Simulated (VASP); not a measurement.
# MgS (P-6m2) in VASP: notebook, part 2 of 2

VASP 6.6.1. Earlier steps stand in the parts before.

### 6 Relaxation of cell and atoms, PBE

INCAR

```
PREC = Accurate ; ENCUT = 600
EDIFF = 1E-7 ; ISMEAR = 0
SIGMA = 0.02 ; LREAL = F
LASPH = T ; NELM = 80
ALGO = Normal ; ISIF = 3
LWAVE = F ; LCHARG = F
GGA = PE ; IBRION = 2
NSW = 100 ; EDIFFG = -0.01
```

KPOINTS

```
regular mesh
0
Gamma
  12 12 8
```

POSCAR

```
MgS
1.0
    3.6127320043      0.0000000000      0.0000000000
   -1.8063660022      3.1287176928      0.0000000000
    0.0000000000      0.0000000000      3.3065990122
Mg S
1 1
Direct
    0.3333333333      0.6666666667      0.5000000000
    0.0000000000      0.0000000000      0.0000000000
```

Potentials or basis: VASP PAW PBE potentials, release 64 (Mg, S).

On the command line:

```console
cat potpaw_PBE.64/Mg/POTCAR potpaw_PBE.64/S/POTCAR > POTCAR
mpirun -np 1 vasp_std > vasp.out
```

OUTCAR:

```text
PREC = Accurate
   ENCUT = 600
   EDIFF = 1E-7
   ISMEAR = 0
   LREAL = F
   LASPH = T
   NELM = 80
   ISIF = 3
   GGA = PE
   IBRION = 2
   NSW = 100
   EDIFFG = -0.01

 ion  position               nearest neighbor table
   1  0.333  0.667  0.500-   2 2.66   2 2.66   2 2.66   2 2.66   2 2.66   2 2.66
   2  0.000  0.000  0.000-   1 2.66   1 2.66   1 2.66   1 2.66   1 2.66   1 2.66

  LATTYP: Found a hexagonal cell.
 ALAT       =     3.6127320043
 C/A-ratio  =     0.9152627453

  Lattice vectors:

 A1 = (   3.6127320043,   0.0000000000,   0.0000000000)
 A2 = (  -1.8063660022,   3.1287176928,   0.0000000000)
 A3 = (   0.0000000000,   0.0000000000,   3.3065990122)

Analysis of symmetry for initial positions (statically):
[... 261 lines left out ...]
 fundamental gap:      1.1292086311
 Fermi energy:         4.1618683320

 k-point     1 :       0.0000    0.0000    0.0000
  band No.  band energies     occupation
      1      -9.0771      2.00000
      2       3.1989      2.00000
      3       3.1989      2.00000
      4       3.2593      2.00000
      5       6.0628      0.00000
      6       9.3766      0.00000
      7      11.0569      0.00000
      8      11.0569      0.00000
[... 243 lines left out ...]
 k-point    24 :       0.3333    0.0000    0.1250
  band No.  band energies     occupation
      1      -8.2078      2.00000
      2      -0.2283      2.00000
      3       2.5316      2.00000
      4       2.7773      2.00000
      5       7.6906      0.00000
      6       9.8043      0.00000
      7      11.8716      0.00000
      8      13.6379      0.00000

 [... further k-points ...]

------------------------ aborting loop because EDIFF is reached ----------------------------------------

  FORCE on cell =-STRESS in cart. coord.  units (eV):
  Direction    XX          YY          ZZ          XY          YZ          ZX
  --------------------------------------------------------------------------------------
  -------------------------------------------------------------------------------------
  Total       -0.0086722     -0.0086722      0.0153613      0.0000000      0.0000000     -0.0000000
  in kB       -0.3735409     -0.3735409      0.6616662      0.0000000      0.0000000     -0.0000000
  external PRESSURE =      -0.0284719 kB  Pullay stress =       0.0000000 kB
[... 17 lines left out ...]
  FREE ENERGIE OF THE ION-ELECTRON SYSTEM (eV)
  ---------------------------------------------------
  free  energy   TOTEN  =        -8.0025443155 eV

  energy  without entropy=       -8.0025443155  energy(sigma->0) =       -8.00254432

 reached required accuracy - stopping structural energy minimisation
```

OSZICAR:

```text
N       E                     dE             d eps       ncg     rms          rms(c)
DAV:   1     0.184125863391E+02    0.18413E+02   -0.35733E+03  1520   0.885E+02
DAV:   2    -0.755570424645E+01   -0.25968E+02   -0.24454E+02  2136   0.985E+01
DAV:   3    -0.855306418352E+01   -0.99736E+00   -0.99736E+00  1944   0.238E+01
[... 22 lines left out ...]
DAV:   2    -0.800254774561E+01    0.20969E-04   -0.65864E-05  1744   0.433E-02    0.125E-02
DAV:   3    -0.800254522547E+01    0.25201E-05   -0.12820E-05  1904   0.196E-02    0.677E-03
DAV:   4    -0.800254496117E+01    0.26430E-06   -0.11489E-07  1544   0.285E-03    0.567E-03
DAV:   5    -0.800254426599E+01    0.69518E-06   -0.67761E-08   888   0.216E-03    0.521E-04
DAV:   6    -0.800254431553E+01   -0.49537E-07   -0.39307E-09   792   0.576E-04
   3 F= -.80025443E+01 E0= -.80025443E+01  d E =-.194022E-03
```

CONTCAR:

```text
MgS
   1.00000000000000
     3.6073615444390903    0.0000000000000858   -0.0000000000000000
    -1.8036807722693966    3.1240667381303546   -0.0000000000000000
    -0.0000000000000000    0.0000000000000000    3.3005829584093083
  Mg              S
     1     1
Direct
     0.3333333332999970    0.6666666667000030    0.5000000000000000
     0.0000000000000000    0.0000000000000000    1.0000000000000000

  0.00000000E+00  0.00000000E+00  0.00000000E+00
  0.00000000E+00  0.00000000E+00  0.00000000E+00
```

Wall time 77 s (1 thread of Intel Xeon Platinum 8488C (Sapphire Rapids), shared host); peak memory 0.19 GiB.

Results:

```
Free energy                           : -8.0025 eV
Relaxed volume                        : 18.60 Å³/atom
Relaxed cell                          : a = 3.607 Å, b = 3.607 Å, c = 3.301 Å, α = 90.00°, β = 90.00°, γ = 120.00°
Space group after relaxing (to 0.1 Å) : P-6m2 (No. 187)
Energy gained by relaxing             : 0.1 meV/atom
Ionic steps                           : 3
Pressure after relaxing               : 0.0 GPa
Band gap on the k mesh                : 1.13 eV (least direct gap 2.11 eV)
```

The path:
```tsv
step	energy change (eV)	largest force (eV/Å)	pressure (GPa)	volume (Å³)
1	0.0000	0.0000	-0.34	37.38
2	-0.0002	0.0000	0.06	37.16
3	-0.0002	0.0000	0.00	37.20
```

Final structure:
```
CELL_PARAMETERS angstrom
3.60736 0.00000 0.00000
-1.80368 3.12407 0.00000
0.00000 0.00000 3.30058
ATOMIC_POSITIONS crystal
Mg 0.33333 0.66667 0.50000
S 0.00000 0.00000 0.00000
```

Levels at points of the mesh, in eV from the valence-band top:
```csv
k point,band 1,band 2,band 3,band 4,band 5,band 6,band 7,band 8
"(0.00, 0.00, 0.00)",-13.10,-0.82,-0.82,-0.76,2.04,5.35,7.04,7.04
"(0.50, 0.00, 0.00)",-12.02,-5.25,-1.79,-0.09,3.04,6.54,7.85,8.54
"(0.00, 0.00, 0.50)",-11.99,-5.76,-0.10,-0.10,5.37,6.93,8.24,8.24
"(0.50, 0.00, 0.50)",-11.12,-4.24,-3.80,-0.98,1.13,5.52,6.28,7.78
```

A k mesh can miss the band edges.

### 7 Overview

| task | cell | k mesh | cutoff (eV) | smearing | gap on the mesh (eV) | pressure (GPa) | relaxed volume (Å³/atom) |
| --- | --- | --- | --- | --- | --- | --- | --- |
| single point | a = 3.613, b = 3.613, c = 3.307 Å, angles 90.0, 90.0, 120.0°, 2 atoms | 6 × 6 × 6 | 520 | gaussian 0.1 eV | 1.13 | -0.3 | - |
| relaxation of cell and atoms | relaxed from a = 3.612, b = 3.612, c = 3.315 Å, angles 90.0, 90.0, 120.0°, 2 atoms | 6 × 6 × 6 | 600 | gaussian 0.1 eV | 1.12 | 0.1 | 18.57 |
| relaxation of cell and atoms | relaxed from a = 3.316, b = 3.316, c = 5.258 Å, angles 90.0, 90.0, 120.0°, 2 atoms | 6 × 6 × 4 | 600 | gaussian 0.1 eV | 1.13 | 0.3 | 18.56 |
| single point | a = 3.611, b = 3.611, c = 3.305 Å, angles 90.0, 90.0, 120.0°, 2 atoms | 12 × 12 × 8 | 520 | gaussian 0.02 eV | 1.14 | -0.3 | - |
| relaxation of cell and atoms | relaxed from a = 3.613, b = 3.613, c = 3.307 Å, angles 90.0, 90.0, 120.0°, 2 atoms | 12 × 12 × 8 | 600 | gaussian 0.02 eV | 1.13 | 0.0 | 18.60 |

Alike in all rows: level PBE; potentials or basis VASP PAW PBE potentials, release 64 (Mg, S); no spin polarisation.

Caveats: the volume moved by over 15 % at a fixed basis, so the end points are rough (at least some runs).

Total energies depend on the potentials used, so only differences within one code and one set of settings carry meaning.
